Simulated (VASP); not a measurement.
# K2CaHfF8 (I-4) in VASP: single point with r2SCAN

Aim: the single point of K2CaHfF8 with r2SCAN.

All numbers are computed with VASP 6.6.1; they aren't measurements. Logs are shortened: lines on timing, memory, paths and dates and some standing lists are left out, and cuts for length are marked.

## Step 1: The cell of the first run

The structure is tetragonal, space group I-4 (No. 82). Conventional cell: a = 5.734 Å, b = 5.734 Å, c = 10.620 Å, α = 90.00°, β = 90.00°, γ = 90.00°. K (site symmetry -4) has 8 F at 2.55 to 2.57 Å within 3.4 Å. K (site symmetry -4) has 8 F at 2.59 to 2.67 Å within 3.4 Å. Within 3.1 Å of Ca (site symmetry -4) lie 8 F at 2.36 to 2.49 Å. F (site symmetry 1) has 1 Hf at 2.17 Å and 4 F at 2.35 to 2.89 Å and 1 Ca at 2.36 Å and 2 K at 2.55 to 2.67 Å within 2.9 Å. Within 2.9 Å of F (site symmetry 1) lie 1 Hf at 2.11 Å and 4 F at 2.35 to 2.89 Å and 1 Ca at 2.49 Å and 2 K at 2.57 to 2.59 Å. Hf (site symmetry -4) has 8 F at 2.11 to 2.17 Å within 2.8 Å.

## Step 2: Single point, r2SCAN

The input, POSCAR:

```
K2CaHfF8
1.0
    0.0000000000      5.7340100305      0.0000000000
    5.7340100305      0.0000000000      0.0000000000
    2.8670050153      2.8670050153     -5.3100348156
K Ca F Hf
2 1 8 1
Direct
    0.5000000000      0.5000000000      0.0000000000
    0.7500000000      0.2500000000      0.5000000000
    0.0000000000      0.0000000000      0.0000000000
    0.6002169454      0.6729744692      0.2542361619
    0.3270255308      0.8544531073      0.7457638381
    0.1455468927      0.0727893688      0.2542361619
    0.9272106312      0.3997830546      0.7457638381
    0.1385275637      0.6506671730      0.2794188457
    0.3493328270      0.4179464094      0.7205811543
    0.5820535906      0.0699139813      0.2794188457
    0.9300860187      0.8614724363      0.7205811543
    0.2500000000      0.7500000000      0.5000000000
```

The input, INCAR.step1:

```
ALGO = Normal
EDIFF = 1E-4
ENCUT = 520
GGA = PE
ISMEAR = -1
LASPH = True
LCHARG = False
LREAL = False
LWAVE = True
NBANDS = 59
NELM = 100
PREC = Accurate
SIGMA = 0.1
```

The input, INCAR.step2:

```
ALGO = Normal
EDIFF = 1E-6
ENCUT = 520
ISIF = 2
ISMEAR = -1
ISTART = 1
LASPH = True
LCHARG = False
LMIXTAU = True
LREAL = False
LWAVE = False
METAGGA = R2SCAN
NBANDS = 59
NELM = 100
PREC = Accurate
SIGMA = 0.1
```

The input, KPOINTS:

```
k-points
0
Gamma
  4 4 4
```

Potentials or basis: VASP PAW PBE potentials, release 64 (K_sv, Ca_sv, F, Hf_pv).

On the command line:

```console
cat potpaw_PBE.64/K_sv/POTCAR potpaw_PBE.64/Ca_sv/POTCAR potpaw_PBE.64/F/POTCAR potpaw_PBE.64/Hf_pv/POTCAR > POTCAR
cp INCAR.step1 INCAR
mpirun -np 1 vasp_std > vasp.out
cp INCAR.step2 INCAR
mpirun -np 1 vasp_std > vasp.out
```

OUTCAR:

```text
EDIFF = 1E-6
   ENCUT = 520
   ISIF = 2
   ISMEAR = -1
   ISTART = 1
   LASPH = True
   LREAL = False
   METAGGA = R2SCAN
   NELM = 100
   PREC = Accurate

 ion  position               nearest neighbor table
   1  0.500  0.500  0.000-   5 2.55   4 2.55   6 2.55   7 2.55  11 2.57  10 2.57   8 2.57   9 2.57

   2  0.750  0.250  0.500-   8 2.59   9 2.59  11 2.59  10 2.59   5 2.67   4 2.67   6 2.67   7 2.67

   3  0.000  0.000  0.000-   7 2.36   6 2.36   4 2.36   5 2.36   9 2.49  10 2.49   8 2.49  11 2.49

   4  0.600  0.673  0.254-  12 2.17   3 2.36   1 2.55   2 2.67
   5  0.327  0.854  0.746-  12 2.17   3 2.36   1 2.55   2 2.67
   6  0.146  0.073  0.254-  12 2.17   3 2.36   1 2.55   2 2.67
   7  0.927  0.400  0.746-  12 2.17   3 2.36   1 2.55   2 2.67
   8  0.139  0.651  0.279-  12 2.11   3 2.49   1 2.57   2 2.59
   9  0.349  0.418  0.721-  12 2.11   3 2.49   1 2.57   2 2.59
  10  0.582  0.070  0.279-  12 2.11   3 2.49   1 2.57   2 2.59
  11  0.930  0.861  0.721-  12 2.11   3 2.49   1 2.57   2 2.59
  12  0.250  0.750  0.500-  10 2.11   9 2.11  11 2.11   8 2.11   7 2.17   6 2.17   4 2.17   5 2.17

  LATTYP: Found a body centered tetragonal cell.
 ALAT       =     5.7340100305
 C/A-ratio  =     1.8521191234

  Lattice vectors:

 A1 = (  -2.8670050153,   2.8670050152,   5.3100348156)
 A2 = (   2.8670050152,  -2.8670050153,   5.3100348156)
 A3 = (   2.8670050153,   2.8670050153,  -5.3100348156)

Analysis of symmetry for initial positions (statically):
=====================================================================
 Subroutine PRICEL returns:
 Original cell was already a primitive cell.

 Routine SETGRP: Setting up the symmetry group for a
 body centered tetragonal supercell.

 Subroutine GETGRP returns: Found  4 space group operations
 (whereof  4 operations were pure point group operations)
 out of a pool of 16 trial point group operations.

The static configuration has the point symmetry S_4 .

Analysis of symmetry for dynamics (positions and initial velocities):
=====================================================================
 Subroutine PRICEL returns:
 Original cell was already a primitive cell.

 Routine SETGRP: Setting up the symmetry group for a
 body centered tetragonal supercell.

 Subroutine GETGRP returns: Found  4 space group operations
 (whereof  4 operations were pure point group operations)
 out of a pool of 16 trial point group operations.

The dynamic configuration has the point symmetry S_4 .

 Subroutine INISYM returns: Found  4 space group operations
 (whereof  4 operations are pure point group operations),
 and found     1 'primitive' translations

----------------------------------------------------------------------------------------

                                     Primitive cell

  volume of cell :     174.5879

  direct lattice vectors                    reciprocal lattice vectors
     0.000000000  5.734010031  0.000000000     0.000000000  0.174398021  0.094161341
     5.734010031  0.000000000  0.000000000     0.174398021  0.000000000  0.094161341
     2.867005015  2.867005015 -5.310034816     0.000000000  0.000000000 -0.188322682

  length of vectors
     5.734010031  5.734010031  6.681010796     0.198194419  0.198194419  0.188322682

  position of ions in fractional coordinates (direct lattice)
     0.500000000  0.500000000  0.000000000
     0.750000000  0.250000000  0.500000000
     0.000000000  0.000000000  0.000000000
     0.600216945  0.672974469  0.254236162
     0.327025531  0.854453107  0.745763838
     0.145546893  0.072789369  0.254236162
     0.927210631  0.399783055  0.745763838
     0.138527564  0.650667173  0.279418846
     0.349332827  0.417946409  0.720581154
     0.582053591  0.069913981  0.279418846
     0.930086019  0.861472436  0.720581154
     0.250000000  0.750000000  0.500000000

  ion indices of the primitive-cell ions
   primitive index   ion index
                 1           1
                 2           2
                 3           3
                 4           4
                 5           5
                 6           6
                 7           7
                 8           8
                 9           9
                10          10
                11          11
                12          12

----------------------------------------------------------------------------------------

 KPOINTS: k-points

Automatic generation of k-mesh.
 Grid dimensions read from file:
 generate k-points for:    4    4    4

 Generating k-lattice:

  Cartesian coordinates                     Fractional coordinates (reciprocal lattice)
     0.000000000  0.043599505  0.023540335     0.250000000  0.000000000  0.000000000
     0.043599505  0.000000000  0.023540335     0.000000000  0.250000000  0.000000000
     0.000000000  0.000000000 -0.047080671     0.000000000  0.000000000  0.250000000

  Length of vectors
     0.049548605  0.049548605  0.047080671

  Shift w.r.t. Gamma in fractional coordinates (k-lattice)
     0.000000000  0.000000000  0.000000000

 Subroutine IBZKPT returns following result:
 ===========================================

 Found     14 irreducible k-points:

 Following reciprocal coordinates:
            Coordinates               Weight
  0.000000  0.000000  0.000000      1.000000
  0.250000  0.000000  0.000000      8.000000
  0.500000  0.000000  0.000000      4.000000
  0.250000  0.250000  0.000000      8.000000
  0.500000  0.250000  0.000000      8.000000
 -0.250000  0.500000  0.000000      8.000000
 -0.250000  0.250000  0.000000      4.000000
  0.500000  0.500000  0.000000      2.000000
  0.000000  0.000000  0.250000      2.000000
  0.500000  0.000000  0.250000      4.000000
 -0.250000  0.000000  0.250000      8.000000
  0.500000  0.500000  0.250000      2.000000
 -0.250000 -0.250000  0.250000      4.000000
  0.000000  0.000000  0.500000      1.000000
   k-points           NKPTS =     14   k-points in BZ     NKDIM =     14   number of bands    NBANDS=     59
   number of dos      NEDOS =    301   number of ions     NIONS =     12
   total plane-waves  NPLWV = 115200
   dimension x,y,z NGX =    48 NGY =   48 NGZ =   50
   dimension x,y,z NGXF=    96 NGYF=   96 NGZF=  100
   ions per type =               2   1   8   1
   NGX,Y,Z   is equivalent  to a cutoff of  13.92, 13.92, 12.44 a.u.
   NGXF,Y,Z  is equivalent  to a cutoff of  27.83, 27.83, 24.88 a.u.
 SYSTEM =  unknown system
   PREC   = accura    normal or accurate (medium, high low for compatibility)
   ISTART =      1    job   : 0-new  1-cont  2-samecut
   ICHARG =      0    charge: 1-file 2-atom 10-const
   ISPIN  =      1    spin polarized calculation?
   LNONCOLLINEAR =      F non collinear calculations
   LSORBIT =      F    spin-orbit coupling
   LASPH  =      T    aspherical Exc in radial PAW
   ENCUT  =  520.0 eV  38.22 Ry    6.18 a.u.  10.66 10.66 12.42*2*pi/ulx,y,z
   NELM   =    100;   NELMIN=  2; NELMDL=  0     # of ELM steps
   EDIFF  = 0.1E-05   stopping-criterion for ELM
   LREAL  =      F    real-space projection
   EDIFFG = 0.1E-04   stopping-criterion for IOM
   NSW    =      0    number of steps for IOM
   IBRION =     -1    ionic relax: 0-MD 1-quasi-New 2-CG
   NFREE  =      0    steps in history (QN), initial steepest desc. (CG)
   ISIF   =      2    stress and relaxation
   ISYM   =      2    0-nonsym 1-usesym 2-fastsym
   POTIM  = 0.5000    time-step for ionic-motion
   TEBEG  =    0.0;   TEEND  =   0.0 temperature during run
   PSTRESS=    0.0 pullay stress
   NELECT =      94.0000    total number of electrons
   NUPDOWN=      -1.0000    fix difference up-down
   EMIN   =  10.00;   EMAX   =-10.00  energy-range for DOS
   EFERMI =   0.00;   METHOD = LEGACY
   ISMEAR =    -1;   SIGMA  =   0.10  broadening in eV -4-tet -1-fermi 0-gaus
   EFERMI_NEDOS =   21; number of points for ismear=-14 and -15
   IALGO  =     38    algorithm
   IMIX   =      4    mixing-type and parameters
     AMIX     =   0.40;   BMIX     =  1.00
     AMIX_MAG =   1.60;   BMIX_MAG =  1.00
  volume/ion in A,a.u.               =      14.55        98.18
  Fermi-wavevector in a.u.,A,eV,Ry     =   1.331822  2.516778 24.133314  1.773749
  Thomas-Fermi vector in A             =   2.460803
   LORBIT       =      0    0 simple, 1 ext, 2 COOP (PROOUT), +10 PAW based schemes
   METAGGA = R2SCAN    functional components
   LHFCALC =     F    Hartree Fock is set to
   AEXX    =    0.0000 exact exchange contribution
   IVDW    =     0    specifies the selected vdW correction
   LEPSILON=     F    determine dielectric tensor
   LRPA    =     F    only Hartree local field effects (RPA)
 non-spin polarized calculation
  energy-cutoff  :      520.00
  volume of cell :      174.59
 maximum number of plane-waves:      4720
 NGX is ok and might be reduce to    48
   NGX = 21   NGY = 21   NGZ = 25

 number of electron      94.0000005 magnetization

 Free energy of the ion-electron system (eV)
  ---------------------------------------------------
  ext. energy  EPLUGINS =         0.00000000
  ---------------------------------------------------
  free energy    TOTEN  =      -134.29212099 eV

  energy without entropy =     -134.29212099  energy(sigma->0) =     -134.29212099

 E-fermi :   0.2294     XC(G=0):  -9.8765

 val. band max:       -2.2017665186   @ k =   0.0000   0.0000   0.0000
 cond. band min:       4.8295054540   @ k =   0.0000   0.0000   0.5000
 fundamental gap:      7.0312719726
 Fermi energy:         0.2293513810

 k-point     1 :       0.0000    0.0000    0.0000
  band No.  band energies     occupation
      1     -40.3232      2.00000
      2     -31.8801      2.00000
      3     -31.8795      2.00000
      4     -31.8795      2.00000
      5     -28.6083      2.00000
      6     -28.1713      2.00000
[... 857 lines left out ...]
     58       8.5682      0.00000
     59       8.5683      0.00000

------------------------ aborting loop because EDIFF is reached ----------------------------------------

  FORCE on cell =-STRESS in cart. coord.  units (eV):
  Direction    XX          YY          ZZ          XY          YZ          ZX
  --------------------------------------------------------------------------------------
  -------------------------------------------------------------------------------------
  Total       -0.8891109     -0.8891109     -0.8828262     -0.0000067      0.0000000      0.0000000
  in kB       -8.1592880     -8.1592880     -8.1016137     -0.0000612      0.0000000      0.0000000
  external PRESSURE =      -8.1400632 kB  Pullay stress =       0.0000000 kB

 VOLUME and BASIS-vectors are now :
 -----------------------------------------------------------------------------
  energy-cutoff  :      520.00
  volume of cell :      174.59
      direct lattice vectors                 reciprocal lattice vectors
     0.000000000  5.734010031  0.000000000     0.000000000  0.174398021  0.094161341
     5.734010031  0.000000000  0.000000000     0.174398021  0.000000000  0.094161341
     2.867005015  2.867005015 -5.310034816     0.000000000  0.000000000 -0.188322682

 POSITION                                       TOTAL-FORCE (eV/Angst)
 -----------------------------------------------------------------------------------
      2.86701      2.86701      0.00000        -0.000000     -0.000000     -0.000000
      2.86701      5.73401     -2.65502         0.000000     -0.000000     -0.000000
      0.00000      0.00000      0.00000         0.000000     -0.000000     -0.000000
      4.58774      4.17055     -1.35000         0.064170     -0.103874     -0.106569
      7.03755      4.01328     -3.96003        -0.103874     -0.064170      0.106569
      1.14627      1.56346     -1.35000        -0.064170      0.103874     -0.106569
      4.43047      7.45474     -3.96003         0.103874      0.064170      0.106569
      4.53203      1.59541     -1.48372         0.099683      0.108221     -0.098705
      4.46242      4.06899     -3.82631         0.108221     -0.099683      0.098705
      1.20198      4.13860     -1.48372        -0.099683     -0.108221     -0.098705
      7.00560      7.39903     -3.82631        -0.108221      0.099683      0.098705
      5.73401      2.86701     -2.65502         0.000000     -0.000000     -0.000000
 -----------------------------------------------------------------------------------
    total drift:                               -0.000031     -0.000073      0.000017

  FREE ENERGIE OF THE ION-ELECTRON SYSTEM (eV)
  ---------------------------------------------------
  free  energy   TOTEN  =      -134.2921209859 eV

  energy  without entropy=     -134.2921209858  energy(sigma->0) =     -134.29212099
```

Run time: 7.6 min. Hardware: 1 thread of AMD EPYC 9R45 (Zen 5), shared host; peak memory 0.43 GiB.

Results:

```
Free energy            : -134.2921 eV
Pressure               : -0.8 GPa
Largest force          : 0.177 eV/Å
Band gap on the k mesh : 7.03 eV (least direct gap 7.07 eV)
```

Forces in eV/Å, atoms in the order of the input:
```
K    0.000  0.000  0.000
K    0.000  0.000  0.000
Ca   0.000  0.000  0.000
F    0.064 -0.104 -0.107
F   -0.104 -0.064  0.107
F   -0.064  0.104 -0.107
F    0.104  0.064  0.107
F    0.100  0.108 -0.099
F    0.108 -0.100  0.099
F   -0.100 -0.108 -0.099
F   -0.108  0.100  0.099
Hf   0.000  0.000  0.000
```

Caveat: the PAW data sets were made with another functional, which shifts forces and pressure a little; spin-orbit coupling is left out, which moves the levels of the heavy elements.
